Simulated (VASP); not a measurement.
PbS (Galena): electric field gradients with r2SCAN

Crystal: PbS (Galena).

```
Pb S
1.0
     0.00000    2.96575    2.96575
     2.96575    0.00000    2.96575
     2.96575    2.96575    0.00000
Pb S
1 1
Direct
  0.00000 0.00000 0.00000
  0.50000 0.50000 0.50000
```

```yaml
Program: VASP 6.6.1
Task: electric field gradients
Functional: r2SCAN
Potentials_or_basis: VASP PAW PBE potentials, release 64 (Pb_d, S)
Cutoff: 520 eV
k_mesh: 8 × 8 × 8
Occupations: fermi-dirac, width 0.02 eV
Spin: no spin polarisation
Dipole_correction: no
Further_INCAR_settings: ALGO = Normal; EDIFF = 1e-08; NBANDS = 17
```

```yaml
Pressure: 1.3 GPa
Band_gap_on_the_k_mesh: 0.62 eV, direct
```

Levels at points of the mesh, in eV from the valence-band top:
| k point | band 8 | band 9 | band 10 | band 11 | band 12 | band 13 |
| --- | --- | --- | --- | --- | --- | --- |
| (0.00, 0.00, 0.00) | -2.34 | -2.34 | -2.34 | 5.55 | 5.55 | 5.55 |
| (0.50, 0.00, 0.00) | -1.94 | -1.94 | 0.00 | 0.62 | 2.17 | 2.17 |
| (0.50, 0.50, 0.00) | -5.39 | -3.62 | -3.62 | 4.14 | 6.00 | 6.08 |

Wall time 69 s on 1 thread of Intel(R) Xeon(R) Platinum 8488C (Sapphire Rapids), with other jobs on the host, peak memory 0.19 GiB.

Caveat: without QUAD_EFG the Cq values of the log hold for a quadrupole moment of 1 mb, not for the nuclei; the PAW data sets were made with another functional, which shifts forces and pressure a little; spin-orbit coupling is left out, which moves the levels of the heavy elements. A k mesh can miss the band edges.
